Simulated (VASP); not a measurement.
Here is a VASP 6.6.1 calculation.

Contents of INCAR:

```
ALGO = Normal
EDIFF = 1E-6
ENCUT = 520
GGA = PE
ISIF = 2
ISMEAR = 1
LASPH = T
LCHARG = F
LREAL = F
LWAVE = F
NBANDS = 65
NELM = 80
PREC = Accurate
SIGMA = 0.29
```

File KPOINTS:

```
k-points
0
Gamma
  7 7 4
```

File POSCAR:

```
Sc2S5
1.0
    5.0378780000      0.0000000000      0.0000000000
    0.0000000000      5.0378780000      0.0000000000
    0.0000000000      0.0000000000      9.8401710000
Sc S
4 10
Direct
    0.2500000000      0.2500000000      0.3509000000
    0.2500000000      0.2500000000      0.8509000000
    0.7500000000      0.7500000000      0.6491000000
    0.7500000000      0.7500000000      0.1491000000
    0.2500000000      0.5069300000      0.1030700000
    0.9930700000      0.2500000000      0.6030700000
    0.2500000000      0.9930700000      0.1030700000
    0.5069300000      0.2500000000      0.6030700000
    0.7500000000      0.4930700000      0.8969300000
    0.4930700000      0.7500000000      0.3969300000
    0.7500000000      0.0069300000      0.8969300000
    0.0069300000      0.7500000000      0.3969300000
    0.7500000000      0.2500000000      0.2500000000
    0.2500000000      0.7500000000      0.7500000000
```

Potentials or basis: VASP PAW PBE potentials, release 64 (Sc_sv, S).

Run with:

```console
$ cat potpaw_PBE.64/Sc_sv/POTCAR potpaw_PBE.64/S/POTCAR > POTCAR
$ mpirun -np 1 vasp_std > vasp.out
```

What does it give for the pressure?

-2.6 GPa.

Predict the largest force.

0.165 eV/Å.

Predict the band gap on the k mesh.

zero (bands 52 and 53 overlap by 0.63 eV).

Forces on the atoms (eV/Å):
```
Sc   0.000  0.000 -0.037
Sc   0.000  0.000 -0.037
Sc   0.000  0.000  0.037
Sc   0.000  0.000  0.037
S    0.000  0.123 -0.109
S   -0.123  0.000 -0.109
S    0.000 -0.123 -0.109
S    0.123  0.000 -0.109
S    0.000 -0.123  0.109
S   -0.123  0.000  0.109
S    0.000  0.123  0.109
S    0.123  0.000  0.109
S    0.000  0.000  0.000
S    0.000  0.000  0.000
```

Caveat: so wide a smearing shifts energies and pressures.
